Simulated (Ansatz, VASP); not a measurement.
This is a calculation of CuI for VASP 6.6.1.

File INCAR:

```
SYSTEM = CuI
PREC = Accurate ; ENCUT = 600
EDIFF = 1E-6 ; ISMEAR = -1
SIGMA = 0.05 ; LREAL = .FALSE.
LASPH = .TRUE. ; NELM = 100
ALGO = Normal ; ISIF = 3
LWAVE = .FALSE. ; LCHARG = .FALSE.
GGA = RE ; IBRION = 2
NSW = 80 ; EDIFFG = -0.005
```

Contents of KPOINTS:

```
Automatic mesh
0
G
  8 8 8
  0 0 0
```

The input POSCAR:

```
CuI
1.0
    0.0000000000      3.0315000000      3.0315000000
    3.0315000000      0.0000000000      3.0315000000
    3.0315000000      3.0315000000      0.0000000000
I Cu
1 1
Direct
    0.0000000000      0.0000000000      0.0000000000
    0.7500000000      0.7500000000      0.7500000000
```

Potentials or basis: VASP PAW PBE potentials, release 64 (I, Cu).

The run is started by

```bash
$ cat potpaw_PBE.64/I/POTCAR potpaw_PBE.64/Cu/POTCAR > POTCAR
$ mpirun -np 1 vasp_std > vasp.out
```

Task: Set up the same calculation for Ansatz 0.2.0. Potentials there: all-electron LAPW, scalar-relativistic.

Result: As run (the cutoff follows the program's own potentials):

Contents of input.yaml:

```yaml
crystal:
  lattice:
    - [0.0, 3.0315, 3.0315]
    - [3.0315, 0.0, 3.0315]
    - [3.0315, 3.0315, 0.0]
  atoms:
    - { symbol: I, position: [0.0, 0.0, 0.0] }
    - { symbol: Cu, position: [0.75, 0.75, 0.75] }
kpoints:
  mp_grid: { grid: [8, 8, 8] }
scf:
  occupations: { method: fermi_dirac, width: 0.05 }
hamiltonian:
  xc: revpbe
  pseudopotentials: { kind: all_electron, lapw: { basis_error: 0.001 } }
output:
  forces: true
  stress: true
relax:
  f_tol: 0.005
  max_steps: 60
  cell: {}
```

Potentials or basis: all-electron LAPW, scalar-relativistic.

The run is started by

```bash
$ ansatz run input.yaml --threads 1 --pin off --max-ram 3072MiB --backend cpu --events-out ev --progress --plain --runs-dir out
```

Both were run:

|  | VASP | Ansatz | Ansatz less VASP |
| --- | --- | --- | --- |
| relaxed volume (Å³/atom) | 29.27 | 29.23 | -0.039 |
| relaxed cell length with the largest relative difference (Å) | 4.358 | 4.356 | -0.0019 |

VASP's potentials were made for PBE, not for revPBE. Ansatz ran all-electron here, and VASP with PAW potentials.

Neither program's run includes spin-orbit coupling.
